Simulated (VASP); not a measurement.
# Ta2N (P-31m) in VASP: a series of runs

Runs on Ta2N. Level: PBEsol. Tasks: single point.

Everything below comes from runs of VASP 6.6.1. Logs are shortened: lines on timing, memory, paths and dates and some standing lists are left out, and cuts for length are marked.

### Step 1. The cell of the first run

Symmetry: P-31m, No. 162, trigonal system. Conventional cell: a = 5.264 Å, b = 5.264 Å, c = 4.915 Å, α = 90.00°, β = 90.00°, γ = 120.00°. Within 2.8 Å of Ta (site symmetry m) lie 3 N at 2.13 to 2.15 Å. Within 2.8 Å of N (site symmetry 32) lie 6 Ta at 2.15 Å. N (site symmetry -3m) has 6 Ta at 2.13 Å within 2.8 Å.

### Step 2. Single point, PBEsol

The input, INCAR:

```
  PREC = Accurate
  ENCUT = 520
  EDIFF = 1E-6
  ISMEAR = -1
  SIGMA = 0.15
  LREAL = False
  LASPH = True
  NELM = 60
  ALGO = Normal
  ISIF = 2
  LWAVE = False
  LCHARG = False
  GGA = PS
  NBANDS = 50
```

The input, KPOINTS:

```
Automatic mesh
0
Gamma
  12 12 8
```

The input, POSCAR:

```
Ta2N
1.0
    5.2641314558      0.0000000000      0.0000000000
   -2.6320657279      4.5588715696      0.0000000000
    0.0000000000      0.0000000000      4.9145826385
Ta N
6 3
Direct
    0.6670348857      0.6670348857      0.7526441535
    0.0000000000      0.3329651143      0.7526441535
    0.3329651143      0.0000000000      0.7526441535
    0.3329651143      0.3329651143      0.2473558465
    0.0000000000      0.6670348857      0.2473558465
    0.6670348857      0.0000000000      0.2473558465
    0.6666666667      0.3333333333      0.5000000000
    0.3333333333      0.6666666667      0.5000000000
    0.0000000000      0.0000000000      0.0000000000
```

Potentials or basis: VASP PAW PBE potentials, release 64 (Ta_pv, N).

On the command line:

```
$ cat potpaw_PBE.64/Ta_pv/POTCAR potpaw_PBE.64/N/POTCAR > POTCAR
$ mpirun -np 1 vasp_std > vasp.out
```

OUTCAR:

```text
PREC = Accurate
   ENCUT = 520
   EDIFF = 1E-6
   ISMEAR = -1
   LREAL = False
   LASPH = True
   NELM = 60
   ISIF = 2
   GGA = PS

 ion  position               nearest neighbor table
   1  0.667  0.667  0.753-   9 2.13   8 2.15   7 2.15   5 3.00   6 3.00   4 3.00   3 3.04   2 3.04
                             5 3.04   6 3.04   3 3.04   2 3.04   2 3.04   3 3.04   4 3.04
   2  0.000  0.333  0.753-   9 2.13   7 2.15   8 2.15   4 3.00   6 3.00   5 3.00   3 3.04   1 3.04
                             4 3.04   6 3.04   3 3.04   1 3.04   1 3.04   3 3.04   5 3.04
   3  0.333  0.000  0.753-   9 2.13   8 2.15   7 2.15   5 3.00   4 3.00   6 3.00   2 3.04   1 3.04
                             5 3.04   4 3.04   2 3.04   1 3.04   2 3.04   1 3.04   6 3.04
   4  0.333  0.333  0.247-   9 2.13   7 2.15   8 2.15   2 3.00   3 3.00   1 3.00   6 3.04   5 3.04
                             2 3.04   3 3.04   6 3.04   5 3.04   5 3.04   6 3.04   1 3.04
   5  0.000  0.667  0.247-   9 2.13   8 2.15   7 2.15   1 3.00   3 3.00   2 3.00   6 3.04   4 3.04
                             1 3.04   3 3.04   6 3.04   4 3.04   4 3.04   6 3.04   2 3.04
   6  0.667  0.000  0.247-   9 2.13   7 2.15   8 2.15   2 3.00   1 3.00   3 3.00   5 3.04   4 3.04
                             2 3.04   1 3.04   4 3.04   5 3.04   4 3.04   5 3.04   3 3.04
   7  0.667  0.333  0.500-   2 2.15   6 2.15   3 2.15   5 2.15   4 2.15   1 2.15
   8  0.333  0.667  0.500-   5 2.15   3 2.15   6 2.15   2 2.15   1 2.15   4 2.15
   9  0.000  0.000  0.000-   3 2.13   6 2.13   1 2.13   4 2.13   5 2.13   2 2.13

  LATTYP: Found a hexagonal cell.
 ALAT       =     5.2641314558
 C/A-ratio  =     0.9335980075

  Lattice vectors:

 A1 = (   5.2641314558,   0.0000000000,   0.0000000000)
 A2 = (  -2.6320657279,   4.5588715696,   0.0000000000)
 A3 = (   0.0000000000,   0.0000000000,   4.9145826385)

Analysis of symmetry for initial positions (statically):
=====================================================================
 Subroutine PRICEL returns:
 Original cell was already a primitive cell.

 Routine SETGRP: Setting up the symmetry group for a
 hexagonal supercell.

 Subroutine GETGRP returns: Found 12 space group operations
 (whereof 12 operations were pure point group operations)
 out of a pool of 24 trial point group operations.

The static configuration has the point symmetry D_3d.

Analysis of symmetry for dynamics (positions and initial velocities):
=====================================================================
 Subroutine PRICEL returns:
 Original cell was already a primitive cell.

 Routine SETGRP: Setting up the symmetry group for a
 hexagonal supercell.

 Subroutine GETGRP returns: Found 12 space group operations
 (whereof 12 operations were pure point group operations)
 out of a pool of 24 trial point group operations.

The dynamic configuration has the point symmetry D_3d.

 Subroutine INISYM returns: Found 12 space group operations
 (whereof 12 operations are pure point group operations),
 and found     1 'primitive' translations

----------------------------------------------------------------------------------------

                                     Primitive cell

  volume of cell :     117.9426

  direct lattice vectors                    reciprocal lattice vectors
     5.264131456  0.000000000  0.000000000     0.189964861  0.109676264  0.000000000
    -2.632065728  4.558871570  0.000000000     0.000000000  0.219352527  0.000000000
     0.000000000  0.000000000  4.914582638     0.000000000  0.000000000  0.203476078

  length of vectors
     5.264131456  5.264131456  4.914582638     0.219352527  0.219352527  0.203476078

  position of ions in fractional coordinates (direct lattice)
     0.667034886  0.667034886  0.752644154
     0.000000000  0.332965114  0.752644154
     0.332965114  0.000000000  0.752644154
     0.332965114  0.332965114  0.247355846
     0.000000000  0.667034886  0.247355846
     0.667034886  0.000000000  0.247355846
     0.666666667  0.333333333  0.500000000
     0.333333333  0.666666667  0.500000000
     0.000000000  0.000000000  0.000000000

  ion indices of the primitive-cell ions
   primitive index   ion index
                 1           1
                 2           2
                 3           3
                 4           4
                 5           5
                 6           6
                 7           7
                 8           8
                 9           9

----------------------------------------------------------------------------------------

 KPOINTS: Automatic mesh

Automatic generation of k-mesh.
 Grid dimensions read from file:
 generate k-points for:   12   12    8

 Generating k-lattice:

  Cartesian coordinates                     Fractional coordinates (reciprocal lattice)
     0.015830405  0.009139689  0.000000000     0.083333333  0.000000000  0.000000000
     0.000000000  0.018279377  0.000000000     0.000000000  0.083333333  0.000000000
     0.000000000  0.000000000  0.025434510     0.000000000  0.000000000  0.125000000

  Length of vectors
     0.018279377  0.018279377  0.025434510

  Shift w.r.t. Gamma in fractional coordinates (k-lattice)
     0.000000000  0.000000000  0.000000000

 Subroutine IBZKPT returns following result:
 ===========================================

 Found    131 irreducible k-points:

 Following reciprocal coordinates:
            Coordinates               Weight
  0.000000  0.000000  0.000000      1.000000
  0.083333 -0.000000  0.000000      6.000000
  0.166667 -0.000000  0.000000      6.000000
  0.250000 -0.000000  0.000000      6.000000
  0.333333 -0.000000  0.000000      6.000000
  0.416667 -0.000000  0.000000      6.000000
[... 16 lines left out ...]
  0.250000 -0.000000  0.125000     12.000000
  0.333333 -0.000000  0.125000     12.000000
 [... further k-points ...]
   k-points           NKPTS =    131   k-points in BZ     NKDIM =    131   number of bands    NBANDS=     50
   number of dos      NEDOS =    301   number of ions     NIONS =      9
   total plane-waves  NPLWV =  64000
   dimension x,y,z NGX =    40 NGY =   40 NGZ =   40
   dimension x,y,z NGXF=    80 NGYF=   80 NGZF=   80
   ions per type =               6   3
   NGX,Y,Z   is equivalent  to a cutoff of  12.63, 12.63, 13.53 a.u.
   NGXF,Y,Z  is equivalent  to a cutoff of  25.26, 25.26, 27.06 a.u.
 SYSTEM =  unknown system
   PREC   = accura    normal or accurate (medium, high low for compatibility)
   ISTART =      0    job   : 0-new  1-cont  2-samecut
   ICHARG =      2    charge: 1-file 2-atom 10-const
   ISPIN  =      1    spin polarized calculation?
   LNONCOLLINEAR =      F non collinear calculations
   LSORBIT =      F    spin-orbit coupling
   LASPH  =      T    aspherical Exc in radial PAW
   ENCUT  =  520.0 eV  38.22 Ry    6.18 a.u.   9.79  9.79  9.14*2*pi/ulx,y,z
   NELM   =     60;   NELMIN=  2; NELMDL= -5     # of ELM steps
   EDIFF  = 0.1E-05   stopping-criterion for ELM
   LREAL  =      F    real-space projection
[... 7 lines left out ...]
   TEBEG  =    0.0;   TEEND  =   0.0 temperature during run
   PSTRESS=    0.0 pullay stress
   NELECT =      81.0000    total number of electrons
   NUPDOWN=      -1.0000    fix difference up-down
   EMIN   =  10.00;   EMAX   =-10.00  energy-range for DOS
   EFERMI =   0.00;   METHOD = LEGACY
   ISMEAR =    -1;   SIGMA  =   0.15  broadening in eV -4-tet -1-fermi 0-gaus
   EFERMI_NEDOS =   21; number of points for ismear=-14 and -15
   IALGO  =     38    algorithm
   IMIX   =      4    mixing-type and parameters
     AMIX     =   0.40;   BMIX     =  1.00
     AMIX_MAG =   1.60;   BMIX_MAG =  1.00
  volume/ion in A,a.u.               =      13.10        88.44
  Fermi-wavevector in a.u.,A,eV,Ry     =   1.444374  2.729471 28.384687  2.086216
  Thomas-Fermi vector in A             =   2.562676
   LORBIT       =      0    0 simple, 1 ext, 2 COOP (PROOUT), +10 PAW based schemes
   GGA     = PS    functional components
   LHFCALC =     F    Hartree Fock is set to
   AEXX    =    0.0000 exact exchange contribution
   IVDW    =     0    specifies the selected vdW correction
   LEPSILON=     F    determine dielectric tensor
   LRPA    =     F    only Hartree local field effects (RPA)
 non-spin polarized calculation
  energy-cutoff  :      520.00
  volume of cell :      117.94
 maximum number of plane-waves:      3205
   NGX = 19   NGY = 19   NGZ = 19

 number of electron      81.0000003 magnetization

 Free energy of the ion-electron system (eV)
  ---------------------------------------------------
  ext. energy  EPLUGINS =         0.00000000
  ---------------------------------------------------
  free energy    TOTEN  =      -110.65566387 eV

  energy without entropy =     -110.41134453  energy(sigma->0) =     -110.53350420

 E-fermi :   7.4612     XC(G=0): -13.1743

 val. band max:        7.4579491393   @ k =   0.3333   0.2500   0.3750
 cond. band min:       7.4731154848   @ k =   0.3333   0.0833   0.5000
 fundamental gap:      0.0151663455
 Fermi energy:         7.4612032824

 k-point     1 :       0.0000    0.0000    0.0000
  band No.  band energies     occupation
      1     -28.2170      2.00000
      2     -27.8094      2.00000
      3     -27.6349      2.00000
      4     -27.6349      2.00000
      5     -27.6194      2.00000
      6     -27.6194      2.00000
[... 42 lines left out ...]
     49      10.5473      0.00000
     50      11.1202      0.00000

 k-point     2 :       0.0833   -0.0000    0.0000
  band No.  band energies     occupation
      1     -28.2100      2.00000
      2     -27.8188      2.00000
      3     -27.6645      2.00000
      4     -27.6611      2.00000
      5     -27.6223      2.00000
      6     -27.5963      2.00000
[... 42 lines left out ...]
     49      10.6157      0.00000
     50      10.7577      0.00000

 k-point     3 :       0.1667   -0.0000    0.0000
  band No.  band energies     occupation
      1     -28.1892      2.00000
      2     -27.8399      2.00000
      3     -27.6997      2.00000
      4     -27.6841      2.00000
      5     -27.6494      2.00000
      6     -27.5680      2.00000
[... 42 lines left out ...]
     49      10.3236      0.00000
     50      10.8159      0.00000

 k-point     4 :       0.2500   -0.0000    0.0000
  band No.  band energies     occupation
      1     -28.1562      2.00000
      2     -27.8630      2.00000
      3     -27.7191      2.00000
      4     -27.6899      2.00000
      5     -27.6814      2.00000
      6     -27.5669      2.00000
[... 999 lines left out ...]
 k-point    23 :       0.2500   -0.0000    0.1250
  band No.  band energies     occupation
      1     -28.1354      2.00000
      2     -27.8915      2.00000
      3     -27.7616      2.00000
      4     -27.7128      2.00000
      5     -27.6311      2.00000
      6     -27.5595      2.00000
[... 42 lines left out ...]
     49      10.5613      0.00000
     50      10.8248      0.00000

 k-point    24 :       0.3333   -0.0000    0.1250
  band No.  band energies     occupation
      1     -28.1065      2.00000
      2     -27.9046      2.00000
      3     -27.7664      2.00000
      4     -27.7159      2.00000
      5     -27.6335      2.00000
      6     -27.5917      2.00000
[... 42 lines left out ...]
     49      10.5511      0.00000
     50      11.0034      0.00000

 [... further k-points ...]

------------------------ aborting loop because EDIFF is reached ----------------------------------------

  FORCE on cell =-STRESS in cart. coord.  units (eV):
  Direction    XX          YY          ZZ          XY          YZ          ZX
  --------------------------------------------------------------------------------------
  -------------------------------------------------------------------------------------
  Total        0.4361221      0.4361221      0.4118617      0.0000000      0.0000000     -0.0000000
  in kB        5.9244490      5.9244490      5.5948862      0.0000000      0.0000000     -0.0000000
  external PRESSURE =       5.8145947 kB  Pullay stress =       0.0000000 kB

 VOLUME and BASIS-vectors are now :
 -----------------------------------------------------------------------------
  energy-cutoff  :      520.00
  volume of cell :      117.94
      direct lattice vectors                 reciprocal lattice vectors
     5.264131456  0.000000000  0.000000000     0.189964861  0.109676264  0.000000000
    -2.632065728  4.558871570  0.000000000     0.000000000  0.219352527  0.000000000
     0.000000000  0.000000000  4.914582638     0.000000000  0.000000000  0.203476078

 POSITION                                       TOTAL-FORCE (eV/Angst)
 -----------------------------------------------------------------------------------
      1.75568      3.04093      3.69893        -0.000839     -0.001454      0.016895
     -0.87639      1.51795      3.69893        -0.000839      0.001454      0.016895
      1.75277      0.00000      3.69893         0.001679      0.000000      0.016895
      0.87639      1.51795      1.21565         0.000839      0.001454     -0.016895
     -1.75568      3.04093      1.21565         0.000839     -0.001454     -0.016895
      3.51136      0.00000      1.21565        -0.001679     -0.000000     -0.016895
      2.63207      1.51962      2.45729        -0.000000      0.000000     -0.000000
     -0.00000      3.03925      2.45729        -0.000000      0.000000     -0.000000
      0.00000      0.00000      0.00000        -0.000000      0.000000     -0.000000
 -----------------------------------------------------------------------------------
    total drift:                               -0.000000      0.000000     -0.000000

  FREE ENERGIE OF THE ION-ELECTRON SYSTEM (eV)
  ---------------------------------------------------
  free  energy   TOTEN  =      -110.6556638700 eV

  energy  without entropy=     -110.4113445348  energy(sigma->0) =     -110.53350420
```

It took 7.2 min on 1 thread of Intel Xeon 6975P-C (Granite Rapids), shared host; peak memory 0.64 GiB.

What came out:

```yaml
Free_energy: -110.6557 eV
Pressure: 0.6 GPa
Largest_force: 0.017 eV/Å
Band_gap_on_the_k_mesh: zero (an odd number of electrons rules out a gap without spin polarisation)
```

Forces on the atoms (eV/Å):
```
Ta  -0.001 -0.001  0.017
Ta  -0.001  0.001  0.017
Ta   0.002  0.000  0.017
Ta   0.001  0.001 -0.017
Ta   0.001 -0.001 -0.017
Ta  -0.002  0.000 -0.017
N    0.000  0.000  0.000
N    0.000  0.000  0.000
N    0.000  0.000  0.000
```

Levels at points of the mesh, in eV from the Fermi level:
```csv
k point,band 38,band 39,band 40,band 41,band 42,band 43,band 44,band 45
"(0.00, 0.00, 0.00)",-0.83,-0.45,-0.45,-0.34,-0.10,-0.10,0.73,0.73
"(0.50, 0.00, 0.00)",-1.98,-1.39,0.40,0.60,0.96,1.02,1.88,2.31
"(0.00, 0.00, 0.50)",-1.74,-1.39,-1.39,-0.97,0.66,0.66,0.85,2.12
"(0.50, 0.00, 0.50)",-1.28,-1.23,-0.73,-0.07,0.16,0.19,0.71,1.04
```

Caveat: the PAW data sets were made with another functional, which shifts forces and pressure a little; spin-orbit coupling is left out, which moves the levels of the heavy elements.

(Continued in part 2 of 2.)
